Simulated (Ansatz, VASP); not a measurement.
Two plane-wave programs on SrTiO3

Contents of POSCAR:

```
SrTiO3
1.0
    3.8669527782      0.0000000000      0.0000000000
    0.0000000000      3.8669527782      0.0000000000
    0.0000000000      0.0000000000      3.8669527782
Sr Ti O
1 1 3
Direct
    0.0000000000      0.0000000000      0.0000000000
    0.5000000000      0.5000000000      0.5000000000
    0.5000000000      0.0000000000      0.5000000000
    0.5000000000      0.5000000000      0.0000000000
    0.0000000000      0.5000000000      0.5000000000
```

The input INCAR.step1:

```
PREC = Accurate
ENCUT = 520
ISMEAR = 0
SIGMA = 0.02
LREAL = F
LASPH = T
NELM = 150
LMAXMIX = 4
LDAU = T
LDAUTYPE = 2
LDAUL = -1 2 -1
LDAUU = 0 4 0
LDAUJ = 0 0 0
NBANDS = 28
GGA = PE
ALGO = Normal
EDIFF = 1E-4
LWAVE = T
LCHARG = F
```

The input INCAR.step2:

```
PREC = Accurate
ENCUT = 520
EDIFF = 1E-7
ISMEAR = 0
SIGMA = 0.02
LREAL = F
LASPH = T
NELM = 150
ALGO = Normal
ISIF = 2
LWAVE = F
LCHARG = F
LMAXMIX = 4
LDAU = T
LDAUTYPE = 2
LDAUL = -1 2 -1
LDAUU = 0 4 0
LDAUJ = 0 0 0
LDAUPRINT = 1
METAGGA = R2SCAN
LMIXTAU = T
NBANDS = 28
ISTART = 1
```

The input KPOINTS:

```
Automatic mesh
0
Gamma
  6 6 6
```

Input for Ansatz:

```yaml
crystal:
  lattice:
    - [3.8669527782, 0.0, 0.0]
    - [0.0, 3.8669527782, 0.0]
    - [0.0, 0.0, 3.8669527782]
  atoms:
    - { symbol: Sr, position: [0.0, 0.0, 0.0] }
    - { symbol: Ti, position: [0.5, 0.5, 0.5] }
    - { symbol: O, position: [0.5, 0.0, 0.5] }
    - { symbol: O, position: [0.5, 0.5, 0.0] }
    - { symbol: O, position: [0.0, 0.5, 0.5] }
basis:
  ecutwfc: 500
kpoints:
  mp_grid: { grid: [6, 6, 6] }
  band_path: { path: [VBM, CBM], npoints: 2 }
hamiltonian:
  xc: r2scan
  hubbard: { sites: [{ species: Ti, l: d, u_eff: 4.0 }] }
scf:
  occupations: { method: gaussian, width: 0.02 }
output:
  forces: true
  stress: true
  eigenvalues: true
checkpoint:
  read: start.run
  write: ck
  compress: false
  write_wavefunctions: false
  write_every: 100000
```

Alike in both runs: task single point; functional r2SCAN; k mesh 6 × 6 × 6; occupations gaussian, width 0.02 eV; no spin polarisation; Hubbard terms Ti d U = 4.0 eV.

```csv
,VASP,Ansatz
version,VASP 6.6.1,Ansatz 0.2.0
potentials or method,"VASP PAW PBE potentials, release 64 (Sr_sv, Ti_sv, O), cutoff 520 eV","scalar-relativistic, plane waves, PAW"
valence electrons in the cell,40,40
```

|  | VASP | Ansatz | Ansatz less VASP |
| --- | --- | --- | --- |
| gap on the k mesh at the Fermi level (eV) | 2.94 | 2.89 | -0.049 |
| least direct gap on the mesh (eV) | 3.36 | 3.30 | -0.066 |
| pressure (GPa) | 11.6 | 8.0 | -3.60 |

VASP's potentials were made for PBE, not for r2SCAN. The programs project onto different local orbitals, so the same U acts differently, and such runs can settle in different states.
